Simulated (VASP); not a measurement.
Here is a VASP 6.6.1 calculation.

INCAR

```
SYSTEM = ZnGe2P6
PREC = Accurate
ENCUT = 520
EDIFF = 1E-7
ISMEAR = 0
SIGMA = 0.1
LREAL = .False.
LASPH = .True.
NELM = 60
ALGO = Normal
ISIF = 2
LWAVE = .False.
LCHARG = .False.
GGA = PE
IVDW = 12
NBANDS = 45
```

The input KPOINTS:

```
Automatic mesh
0
Gamma
  3 3 3
  0 0 0
```

POSCAR

```
ZnGe2P6
1.0
    3.6185961110      2.0891974388      3.2690969478
   -3.6185961110      2.0891974388      3.2690969478
    0.0000000000     -4.1783948776      3.2690969478
Ge P Zn
2 6 1
Direct
    0.2616851978      0.2616851978      0.2616851978
    0.7383148022      0.7383148022      0.7383148022
    0.7826299118      0.2595334790      0.7826299118
    0.7826299118      0.7826299118      0.2595334790
    0.2595334790      0.7826299118      0.7826299118
    0.2173700882      0.7404665210      0.2173700882
    0.7404665210      0.2173700882      0.2173700882
    0.2173700882      0.2173700882      0.7404665210
    0.5000000000      0.5000000000      0.5000000000
```

Potentials or basis: VASP PAW PBE potentials, release 64 (Ge_d, P, Zn).

Run with:

```console
$ cat potpaw_PBE.64/Ge_d/POTCAR potpaw_PBE.64/P/POTCAR potpaw_PBE.64/Zn/POTCAR > POTCAR
$ mpirun -np 1 vasp_std > vasp.out
```

(1) Predict the largest force.

(2) Estimate the band gap on the k mesh.

(3) Predict the dispersion energy per atom.

## Answers

(1) 2.738 eV/Å.

(2) zero (bands 35 and 36 overlap by 1.14 eV).

(3) -0.417 eV.

Caveat: the k points lie up to 0.40 Å⁻¹ apart, too coarse for converged energies and pressures of a metal; forces of over 1 eV/Å act on the atoms, so gaps and moduli don't describe the material at rest.
